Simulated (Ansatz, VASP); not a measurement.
# Si: VASP beside Ansatz

File INCAR:

```
SYSTEM = Si
PREC = Accurate ; ENCUT = 520
EDIFF = 1E-7 ; ISMEAR = 0
SIGMA = 0.15 ; LREAL = .False.
LASPH = .True. ; NELM = 60
ALGO = Normal ; ISIF = 2
LWAVE = .False. ; LCHARG = .False.
GGA = PS ; NBANDS = 26
```

Contents of KPOINTS:

```
regular mesh
0
Gamma
  10 10 10
  0 0 0
```

Contents of POSCAR:

```
Si
1.0
   -3.3615040646      3.3615040646      3.2815002678
    3.3615040646     -3.3615040646      3.2815002678
    3.3615040646      3.3615040646     -3.2815002678
Si
8
Direct
    0.2047947401      0.2047947401      0.2047947401
    0.5000000000      0.0000000000      0.2952052599
    0.2952052599      0.5000000000      0.0000000000
    0.0000000000      0.2952052599      0.5000000000
    0.7952052599      0.7952052599      0.7952052599
    0.5000000000      0.0000000000      0.7047947401
    0.7047947401      0.5000000000      0.0000000000
    0.0000000000      0.7047947401      0.5000000000
```

Input for Ansatz:

```yaml
crystal:
  lattice:
    - [-3.3615040646, 3.3615040646, 3.2815002678]
    - [3.3615040646, -3.3615040646, 3.2815002678]
    - [3.3615040646, 3.3615040646, -3.2815002678]
  atoms:
    - { symbol: Si, position: [0.2047947401, 0.2047947401, 0.2047947401] }
    - { symbol: Si, position: [0.5, 0.0, 0.2952052599] }
    - { symbol: Si, position: [0.2952052599, 0.5, 0.0] }
    - { symbol: Si, position: [0.0, 0.2952052599, 0.5] }
    - { symbol: Si, position: [0.7952052599, 0.7952052599, 0.7952052599] }
    - { symbol: Si, position: [0.5, 0.0, 0.7047947401] }
    - { symbol: Si, position: [0.7047947401, 0.5, 0.0] }
    - { symbol: Si, position: [0.0, 0.7047947401, 0.5] }
basis:
  ecutwfc: 420
kpoints:
  mp_grid: { grid: [10, 10, 10] }
hamiltonian:
  xc: pbesol
  pseudopotentials: { kind: paw, azcp: { folder: soft_1 } }
scf:
  occupations: { method: gaussian, width: 0.15 }
output:
  forces: true
  stress: true
  eigenvalues: true
  write_density: true
  write_potential: true
  elf: true
  volumetric_format: npy
```

Alike in both runs: task single point; functional PBEsol; k mesh 10 × 10 × 10; occupations gaussian, width 0.15 eV; no spin polarisation.

|  | VASP | Ansatz |
| --- | --- | --- |
| version | VASP 6.6.1 | Ansatz 0.2.0 |
| potentials or method | VASP PAW PBE potentials, release 64 (Si), cutoff 520 eV | scalar-relativistic, plane waves, PAW |
| valence electrons in the cell | 32 | 32 |

```tsv
	VASP	Ansatz	Ansatz less VASP
gap on the k mesh at the Fermi level (eV)	none	none	-
pressure (GPa)	-2.8	-3.0	-0.12
traceless stress, the component that is largest in VASP (GPa)	2.24	2.24	-0.004
rms of the force components (eV/Å)	0.109	0.112	+0.0034
```

VASP's potentials were made for PBE, not for PBEsol, and Ansatz warns of the same on its side. Atom by atom the forces differ by 0.006 eV/Å (rms over components). A gap of «none» marks a metal or a gap that the smearing closes.
